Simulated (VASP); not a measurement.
Write the native input for VASP 6.6.1 that does the following.

```yaml
Task: relaxation of cell and atoms
Functional: PBE
Potentials_or_basis: VASP PAW PBE potentials, release 64 (Mg, B)
Cutoff: 600 eV
k_mesh: 8 × 8 × 8
Occupations: gaussian, width 0.1 eV
Spin: no spin polarisation
Dipole_correction: no
Further_INCAR_settings: ALGO = Normal; EDIFF = 1e-06; IBRION = 2; EDIFFG = -0.01; NSW = 100; ISIF = 3
```

The structure of MgB12 lies in POSCAR:

```
MgB12
1.0
    0.0000000000      3.7864030450      3.7864030450
    3.7864030450      0.0000000000      3.7864030450
    3.7864030450      3.7864030450      0.0000000000
Mg B
1 12
Direct
    0.0000000000      0.0000000000      0.0000000000
    0.6236646104      0.1290061687      0.6236646104
    0.6236646104      0.6236646104      0.6236646104
    0.1290061687      0.6236646104      0.6236646104
    0.6236646104      0.6236646104      0.1290061687
    0.0790142634      0.4209857366      0.4209857366
    0.4209857366      0.0790142634      0.0790142634
    0.4209857366      0.4209857366      0.0790142634
    0.0790142634      0.0790142634      0.4209857366
    0.0790142634      0.4209857366      0.0790142634
    0.4209857366      0.0790142634      0.4209857366
    0.7500000000      0.7500000000      0.7500000000
    0.5000000000      0.5000000000      0.5000000000
```

The input as run:

INCAR

```
SYSTEM = MgB12
PREC     = Accurate       ! precision mode
ENCUT    = 600            ! plane-wave cutoff, eV
EDIFF    = 1E-6           ! SCF threshold, eV
ISMEAR   = 0              ! smearing method
SIGMA    = 0.1            ! smearing width, eV
LREAL    = .FALSE.        ! projectors in reciprocal space
LASPH    = .TRUE.         ! aspherical terms in the spheres
NELM     = 100            ! most SCF steps
ALGO     = Normal         ! electronic algorithm
ISIF     = 3              ! what is computed and relaxed
LWAVE    = .FALSE.        ! write WAVECAR
LCHARG   = .FALSE.        ! write CHGCAR
GGA      = PE             ! functional
IBRION   = 2              ! ionic algorithm
NSW      = 100            ! ionic steps
EDIFFG   = -0.01          ! ionic threshold
```

KPOINTS

```
Automatic mesh
0
G
  8 8 8
  0 0 0
```

Potentials or basis: VASP PAW PBE potentials, release 64 (Mg, B).

Launch:

```console
$ cat potpaw_PBE.64/Mg/POTCAR potpaw_PBE.64/B/POTCAR > POTCAR
$ mpirun -np 1 vasp_std > vasp.out
```

Results of the run:

```json
{
 "Relaxed volume": "8.36 Å³/atom",
 "Relaxed cell": "a = 5.356 Å, b = 5.356 Å, c = 5.356 Å, α = 60.00°, β = 60.00°, γ = 60.00°",
 "Space group after relaxing (to 0.05 Å)": "F-43m (No. 216)",
 "Energy gained by relaxing": "0.1 meV/atom",
 "Ionic steps": "4",
 "Pressure after relaxing": "0.0 GPa",
 "Largest force after relaxing": "0.006 eV/Å",
 "Band gap on the k mesh": "zero (band 19 reaches 7.37 eV, above the bottom of band 20 at 5.58 eV)"
}
```

Wall time 4.2 min on 1 thread of AMD EPYC 9R45 96-Core Processor (Zen 5) (shared host), peak memory 0.34 GiB.
